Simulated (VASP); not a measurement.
# AlB2Sb3 (P-6m2) in VASP: single point with PBE

Aim: the single point of AlB2Sb3 with PBE.

Program: VASP 6.6.1. These are calculated values, not measurements. Logs are shortened: lines on timing, memory, paths and dates and some standing lists are left out, and cuts for length are marked.

## (1) The cell of the first run

The structure is hexagonal, space group P-6m2 (No. 187). The conventional cell has a = 4.053 Å, b = 4.053 Å, c = 9.100 Å, α = 90.00°, β = 90.00°, γ = 120.00°. Within 2.8 Å of Al (site symmetry -6m2) lie 5 Sb at 2.15 to 2.34 Å and 3 B at 2.34 Å. B (site symmetry -6m2) has 3 Sb at 2.34 Å and 3 Al at 2.34 Å within 3.1 Å. B (site symmetry -6m2) has 2 Sb at 2.40 Å within 3.2 Å. Within 2.8 Å of Sb (site symmetry 3m) lie 1 Al at 2.15 Å and 1 B at 2.40 Å. Within 3.1 Å of Sb (site symmetry -6m2) lie 3 B at 2.34 Å and 3 Al at 2.34 Å.

## (2) Single point, PBE

The input, INCAR:

```
PREC = Accurate ; ENCUT = 520
EDIFF = 1E-6 ; ISMEAR = 0
SIGMA = 0.1 ; LREAL = False
LASPH = True ; NELM = 80
ALGO = Normal ; ISIF = 2
LWAVE = False ; LCHARG = False
GGA = PE ; NBANDS = 21
```

The input, KPOINTS:

```
regular mesh
0
Gamma
  6 6 2
```

The input, POSCAR:

```
AlB2Sb3
1.0
    4.0525096400      0.0000000000      0.0000000000
   -2.0262548200      3.5095762900      0.0000000000
    0.0000000000      0.0000000000      9.1001987800
Al B Sb
1 2 3
Direct
    0.0000000000      0.0000000000      0.0000000000
    0.3333333300      0.6666666700      0.0000000000
    0.0000000000      0.0000000000      0.5000000000
    0.0000000000      0.0000000000      0.7640878600
    0.0000000000      0.0000000000      0.2359121400
    0.6666666700      0.3333333300      0.0000000000
```

Potentials or basis: VASP PAW PBE potentials, release 64 (Al, B, Sb).

Run with:

```bash
$ cat potpaw_PBE.64/Al/POTCAR potpaw_PBE.64/B/POTCAR potpaw_PBE.64/Sb/POTCAR > POTCAR
$ mpirun -np 1 vasp_std > vasp.out
```

OUTCAR:

```text
PREC = Accurate
   ENCUT = 520
   EDIFF = 1E-6
   ISMEAR = 0
   LREAL = False
   LASPH = True
   NELM = 80
   ISIF = 2
   GGA = PE

 ion  position               nearest neighbor table
   1  0.000  0.000  0.000-   4 2.15   5 2.15   2 2.34   6 2.34   2 2.34   6 2.34   6 2.34   2 2.34

   2  0.333  0.667  0.000-   6 2.34   1 2.34   6 2.34   1 2.34   1 2.34   6 2.34
   3  0.000  0.000  0.500-   4 2.40   5 2.40
   4  0.000  0.000  0.764-   1 2.15   3 2.40   6 3.18   6 3.18   6 3.18
   5  0.000  0.000  0.236-   1 2.15   3 2.40   6 3.18   6 3.18   6 3.18
   6  0.667  0.333  0.000-   2 2.34   1 2.34   2 2.34   1 2.34   1 2.34   2 2.34   4 3.18   5 3.18
                             4 3.18   5 3.18   4 3.18   5 3.18

  LATTYP: Found a hexagonal cell.
 ALAT       =     4.0525096400
 C/A-ratio  =     2.2455711617

  Lattice vectors:

 A1 = (   4.0525096400,   0.0000000000,   0.0000000000)
 A2 = (  -2.0262548200,   3.5095762900,   0.0000000000)
 A3 = (   0.0000000000,   0.0000000000,   9.1001987800)

Analysis of symmetry for initial positions (statically):
=====================================================================
 Subroutine PRICEL returns:
 Original cell was already a primitive cell.

 Routine SETGRP: Setting up the symmetry group for a
 hexagonal supercell.

 Subroutine GETGRP returns: Found 12 space group operations
 (whereof 12 operations were pure point group operations)
 out of a pool of 24 trial point group operations.

The static configuration has the point symmetry D_3h.

Analysis of symmetry for dynamics (positions and initial velocities):
=====================================================================
 Subroutine PRICEL returns:
 Original cell was already a primitive cell.

 Routine SETGRP: Setting up the symmetry group for a
 hexagonal supercell.

 Subroutine GETGRP returns: Found 12 space group operations
 (whereof 12 operations were pure point group operations)
 out of a pool of 24 trial point group operations.

The dynamic configuration has the point symmetry D_3h.

 Subroutine INISYM returns: Found 12 space group operations
 (whereof 12 operations are pure point group operations),
 and found     1 'primitive' translations

----------------------------------------------------------------------------------------

                                     Primitive cell

  volume of cell :     129.4284

  direct lattice vectors                    reciprocal lattice vectors
     4.052509640  0.000000000  0.000000000     0.246760671  0.142467340  0.000000000
    -2.026254820  3.509576290  0.000000000     0.000000000  0.284934681  0.000000000
     0.000000000  0.000000000  9.100198780     0.000000000  0.000000000  0.109887710

  length of vectors
     4.052509640  4.052509634  9.100198780     0.284934680  0.284934681  0.109887710

  position of ions in fractional coordinates (direct lattice)
     0.000000000  0.000000000  0.000000000
     0.333333330  0.666666670  0.000000000
     0.000000000  0.000000000  0.500000000
     0.000000000  0.000000000  0.764087860
     0.000000000  0.000000000  0.235912140
     0.666666670  0.333333330  0.000000000

  ion indices of the primitive-cell ions
   primitive index   ion index
                 1           1
                 2           2
                 3           3
                 4           4
                 5           5
                 6           6

----------------------------------------------------------------------------------------

 KPOINTS: regular mesh

Automatic generation of k-mesh.
 Grid dimensions read from file:
 generate k-points for:    6    6    2

 Generating k-lattice:

  Cartesian coordinates                     Fractional coordinates (reciprocal lattice)
     0.041126779  0.023744557  0.000000000     0.166666667  0.000000000  0.000000000
     0.000000000  0.047489113  0.000000000     0.000000000  0.166666667  0.000000000
     0.000000000  0.000000000  0.054943855     0.000000000  0.000000000  0.500000000

  Length of vectors
     0.047489113  0.047489113  0.054943855

  Shift w.r.t. Gamma in fractional coordinates (k-lattice)
     0.000000000  0.000000000  0.000000000

 Subroutine IBZKPT returns following result:
 ===========================================

 Found     14 irreducible k-points:

 Following reciprocal coordinates:
            Coordinates               Weight
  0.000000  0.000000  0.000000      1.000000
  0.166667  0.000000  0.000000      6.000000
  0.333333 -0.000000  0.000000      6.000000
  0.500000 -0.000000  0.000000      3.000000
  0.166667  0.166667  0.000000      6.000000
  0.333333  0.166667  0.000000     12.000000
  0.333333  0.333333  0.000000      2.000000
  0.000000  0.000000  0.500000      1.000000
  0.166667  0.000000  0.500000      6.000000
  0.333333 -0.000000  0.500000      6.000000
  0.500000 -0.000000  0.500000      3.000000
  0.166667  0.166667  0.500000      6.000000
  0.333333  0.166667  0.500000     12.000000
  0.333333  0.333333  0.500000      2.000000
   k-points           NKPTS =     14   k-points in BZ     NKDIM =     14   number of bands    NBANDS=     21
   number of dos      NEDOS =    301   number of ions     NIONS =      6
   total plane-waves  NPLWV =  63000
   dimension x,y,z NGX =    30 NGY =   30 NGZ =   70
   dimension x,y,z NGXF=    60 NGYF=   60 NGZF=  140
   ions per type =               1   2   3
   NGX,Y,Z   is equivalent  to a cutoff of  12.31, 12.31, 12.79 a.u.
   NGXF,Y,Z  is equivalent  to a cutoff of  24.61, 24.61, 25.58 a.u.
 SYSTEM =  unknown system
   PREC   = accura    normal or accurate (medium, high low for compatibility)
   ISTART =      0    job   : 0-new  1-cont  2-samecut
   ICHARG =      2    charge: 1-file 2-atom 10-const
   ISPIN  =      1    spin polarized calculation?
   LNONCOLLINEAR =      F non collinear calculations
   LSORBIT =      F    spin-orbit coupling
   LASPH  =      T    aspherical Exc in radial PAW
   ENCUT  =  520.0 eV  38.22 Ry    6.18 a.u.   7.53  7.53 16.92*2*pi/ulx,y,z
   NELM   =     80;   NELMIN=  2; NELMDL= -5     # of ELM steps
   EDIFF  = 0.1E-05   stopping-criterion for ELM
   LREAL  =      F    real-space projection
[... 7 lines left out ...]
   TEBEG  =    0.0;   TEEND  =   0.0 temperature during run
   PSTRESS=    0.0 pullay stress
   NELECT =      24.0000    total number of electrons
   NUPDOWN=      -1.0000    fix difference up-down
   EMIN   =  10.00;   EMAX   =-10.00  energy-range for DOS
   EFERMI =   0.00;   METHOD = LEGACY
   ISMEAR =     0;   SIGMA  =   0.10  broadening in eV -4-tet -1-fermi 0-gaus
   EFERMI_NEDOS =   21; number of points for ismear=-14 and -15
   IALGO  =     38    algorithm
   IMIX   =      4    mixing-type and parameters
     AMIX     =   0.40;   BMIX     =  1.00
     AMIX_MAG =   1.60;   BMIX_MAG =  1.00
  volume/ion in A,a.u.               =      21.57       145.57
  Fermi-wavevector in a.u.,A,eV,Ry     =   0.933545  1.764145 11.857569  0.871507
  Thomas-Fermi vector in A             =   2.060258
   LORBIT       =      0    0 simple, 1 ext, 2 COOP (PROOUT), +10 PAW based schemes
   GGA     = PE    functional components
   LHFCALC =     F    Hartree Fock is set to
   AEXX    =    0.0000 exact exchange contribution
   IVDW    =     0    specifies the selected vdW correction
   LEPSILON=     F    determine dielectric tensor
   LRPA    =     F    only Hartree local field effects (RPA)
 non-spin polarized calculation
 Gauss-broadening in eV      SIGMA  =   0.10
  energy-cutoff  :      520.00
  volume of cell :      129.43
 maximum number of plane-waves:      3531
   NGX = 15   NGY = 15   NGZ = 33

 number of electron      24.0000000 magnetization

 Free energy of the ion-electron system (eV)
  ---------------------------------------------------
  ext. energy  EPLUGINS =         0.00000000
  ---------------------------------------------------
  free energy    TOTEN  =       -14.58537731 eV

  energy without entropy =      -14.56679942  energy(sigma->0) =      -14.57608836

 E-fermi :   6.3279     XC(G=0):  -9.3567

 val. band max:        6.3252299766   @ k =   0.3333  -0.0000   0.0000
 cond. band min:       6.3440777748   @ k =   0.5000  -0.0000   0.0000
 fundamental gap:      0.0188477982
 Fermi energy:         6.3278894802

 k-point     1 :       0.0000    0.0000    0.0000
  band No.  band energies     occupation
      1      -9.0554      2.00000
      2      -4.9562      2.00000
      3      -3.1129      2.00000
      4       0.7616      2.00000
      5       1.1101      2.00000
      6       1.9909      2.00000
[... 13 lines left out ...]
     20      10.2942      0.00000
     21      11.0001      0.00000

 k-point     2 :       0.1667    0.0000    0.0000
  band No.  band energies     occupation
      1      -8.7341      2.00000
      2      -4.7107      2.00000
      3      -3.0697      2.00000
      4      -0.5814      2.00000
      5       0.7897      2.00000
      6       0.9286      2.00000
[... 13 lines left out ...]
     20      10.3064      0.00000
     21      11.5294      0.00000

 k-point     3 :       0.3333   -0.0000    0.0000
  band No.  band energies     occupation
      1      -7.7914      2.00000
      2      -4.0964      2.00000
      3      -3.9771      2.00000
      4      -2.0265      2.00000
      5      -0.2244      2.00000
      6       0.7334      2.00000
[... 13 lines left out ...]
     20      10.7964      0.00000
     21      11.7307      0.00000
[... 217 lines left out ...]
 k-point    13 :       0.3333    0.1667    0.5000
  band No.  band energies     occupation
      1      -6.9002      2.00000
      2      -4.8185      2.00000
      3      -3.8552      2.00000
      4      -2.6374      2.00000
      5      -0.6154      2.00000
      6       0.1109      2.00000
[... 13 lines left out ...]
     20      12.3245      0.00000
     21      12.8120      0.00000

 k-point    14 :       0.3333    0.3333    0.5000
  band No.  band energies     occupation
      1      -5.8334      2.00000
      2      -5.4934      2.00000
      3      -3.7957      2.00000
      4      -3.6477      2.00000
      5      -0.5134      2.00000
      6       0.3180      2.00000
[... 13 lines left out ...]
     20      13.1030      0.00000
     21      13.2794      0.00000

------------------------ aborting loop because EDIFF is reached ----------------------------------------

  FORCE on cell =-STRESS in cart. coord.  units (eV):
  Direction    XX          YY          ZZ          XY          YZ          ZX
  --------------------------------------------------------------------------------------
  -------------------------------------------------------------------------------------
  Total       20.2187860     20.2187859     29.9934683      0.0000000     -0.0000000      0.0000000
  in kB      250.2856988    250.2856978    371.2852090      0.0000000     -0.0000000      0.0000000
  external PRESSURE =     290.6188686 kB  Pullay stress =       0.0000000 kB

 VOLUME and BASIS-vectors are now :
 -----------------------------------------------------------------------------
  energy-cutoff  :      520.00
  volume of cell :      129.43
      direct lattice vectors                 reciprocal lattice vectors
     4.052509640  0.000000000  0.000000000     0.246760671  0.142467340  0.000000000
    -2.026254820  3.509576290  0.000000000     0.000000000  0.284934681  0.000000000
     0.000000000  0.000000000  9.100198780     0.000000000  0.000000000  0.109887710

 POSITION                                       TOTAL-FORCE (eV/Angst)
 -----------------------------------------------------------------------------------
      0.00000      0.00000      0.00000         0.000000      0.000000      0.000000
     -0.00000      2.33972      0.00000        -0.000000      0.000000      0.000000
      0.00000      0.00000      4.55010        -0.000000      0.000000      0.000000
      0.00000      0.00000      6.95335         0.000000     -0.000000    -10.521010
      0.00000      0.00000      2.14685         0.000000     -0.000000     10.521010
      2.02625      1.16986      0.00000        -0.000000      0.000000      0.000000
 -----------------------------------------------------------------------------------
    total drift:                               -0.000000      0.000000     -0.000000

  FREE ENERGIE OF THE ION-ELECTRON SYSTEM (eV)
  ---------------------------------------------------
  free  energy   TOTEN  =       -14.5853773057 eV

  energy  without entropy=      -14.5667994152  energy(sigma->0) =      -14.57608836
```

It took 59 s on 1 thread of Intel Xeon 6975P-C, shared host; peak memory 0.25 GiB.

Results:

* Free energy: -14.5854 eV
* Pressure: 29.1 GPa
* Largest force: 10.521 eV/Å
* Band gap on the k mesh: zero (band 12 reaches 6.76 eV, above the bottom of band 13 at 6.05 eV)

Forces on the atoms (eV/Å):
```
Al    0.000   0.000   0.000
B     0.000   0.000   0.000
B     0.000   0.000   0.000
Sb    0.000   0.000 -10.521
Sb    0.000   0.000  10.521
Sb    0.000   0.000   0.000
```

Stress tensor (GPa, compression positive):
```
25.03  0.00  0.00
 0.00 25.03  0.00
 0.00  0.00 37.13
```

Levels at points of the mesh, in eV from the Fermi level:
| k point | band 10 | band 11 | band 12 | band 13 | band 14 | band 15 |
| --- | --- | --- | --- | --- | --- | --- |
| (0.00, 0.00, 0.00) | -1.85 | -0.59 | 0.26 | 0.26 | 0.32 | 1.11 |
| (0.50, 0.00, 0.00) | -2.37 | -0.83 | 0.02 | 0.08 | 0.83 | 1.23 |
| (0.00, 0.00, 0.50) | -1.84 | -1.45 | -0.14 | -0.14 | 1.27 | 1.29 |
| (0.50, 0.00, 0.50) | -1.13 | -1.00 | -0.37 | -0.17 | 0.91 | 0.92 |

Caveat: spin-orbit coupling is left out, which moves the levels of the heavy elements; forces of over 1 eV/Å act on the atoms, so gaps and moduli don't describe the material at rest.
